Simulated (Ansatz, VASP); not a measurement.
**Two plane-wave programs on I**

Contents of INCAR:

```
ALGO = Normal
EDIFF = 1E-6
ENCUT = 520
GGA = PE
ISIF = 2
ISMEAR = -1
LASPH = True
LCHARG = False
LREAL = False
LWAVE = False
NBANDS = 14
NELM = 60
PREC = Accurate
SIGMA = 0.1
```

File KPOINTS:

```
k-points
0
Gamma
  10 10 10
```

The input POSCAR:

```
I
1.0
    0.0000000000      3.3219879805      3.3219879805
    3.3219879805      0.0000000000      3.3219879805
    3.3219879805      3.3219879805      0.0000000000
I
2
Direct
   -0.1250000000     -0.1250000000     -0.1250000000
    0.1250000000      0.1250000000      0.1250000000
```

Input for Ansatz:

```yaml
crystal:
  lattice:
    - [0.0, 3.3219879805, 3.3219879805]
    - [3.3219879805, 0.0, 3.3219879805]
    - [3.3219879805, 3.3219879805, 0.0]
  atoms:
    - { symbol: I, position: [-0.125, -0.125, -0.125] }
    - { symbol: I, position: [0.125, 0.125, 0.125] }
kpoints:
  mp_grid: { grid: [10, 10, 10] }
scf:
  occupations: { method: fermi_dirac, width: 0.1 }
hamiltonian:
  xc: pbe
  pseudopotentials: { kind: paw }
output:
  forces: true
  stress: true
  eigenvalues: true
  populations: true
```

Change from the starting cell: volume scaled by 0.6, PAW files.

Alike in both runs: task single point; functional PBE; k mesh 10 × 10 × 10; occupations fermi-dirac, width 0.1 eV; no spin polarisation.

|  | VASP | Ansatz |
| --- | --- | --- |
| version | VASP 6.6.1 | Ansatz 0.2.0 |
| potentials or method | VASP PAW PBE potentials, release 64 (I) | PAW with Ansatz's default frozen-core files, scalar-relativistic |
| plane-wave cutoff (eV) | 520 | 420 |
| valence electrons in the cell | 14 | 34 |

```csv
,VASP,Ansatz,Ansatz less VASP
pressure (GPa),18.1,18.1,+0.06
```

With one functional, cell and mesh, what is left measures potentials, basis and numerics. VASP's potentials hold 14 valence electrons a cell and Ansatz's 34, so a difference there can come from the potentials and not from the codes.

Neither program's run includes spin-orbit coupling.
